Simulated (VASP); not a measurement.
A run of VASP 6.6.1:

The input INCAR:

```
SYSTEM = AlN
PREC = Accurate ; ENCUT = 520
EDIFF = 1E-6 ; ISMEAR = 0
SIGMA = 0.05 ; LREAL = .False.
LASPH = .True. ; NELM = 80
ALGO = Normal ; ISIF = 2
LWAVE = .False. ; LCHARG = .True.
GGA = PS ; LELF = .True.
LVHAR = .True. ; NBANDS = 16
```

KPOINTS

```
regular mesh
0
Gamma
  9 9 6
  0 0 0
```

File POSCAR:

```
AlN
1.0
    3.2222000000      0.0000000000      0.0000000000
   -1.6111000000      2.7905070561      0.0000000000
    0.0000000000      0.0000000000      3.9330000000
Al N
2 2
Direct
    0.3333333333      0.6666666667      0.7500000000
    0.6666666667      0.3333333333      0.2500000000
    0.3333333333      0.6666666667      0.2500000000
    0.6666666667      0.3333333333      0.7500000000
```

Potentials or basis: VASP PAW PBE potentials, release 64 (Al, N).

Run with:

```bash
$ cat potpaw_PBE.64/Al/POTCAR potpaw_PBE.64/N/POTCAR > POTCAR
$ mpirun -np 1 vasp_std > vasp.out
```

Hardware: 1 thread of Intel(R) Xeon(R) Platinum 8259CL CPU @ 2.50GHz (Skylake/Cascade Lake), on a shared host.

Problem. Estimate the wall time of this run.

Solution. Wall time 16 s on 1 thread of Intel(R) Xeon(R) Platinum 8259CL CPU @ 2.50GHz (Skylake/Cascade Lake), with other jobs on the host, peak memory 0.15 GiB. Counts: scf iterations 13, k points 48.
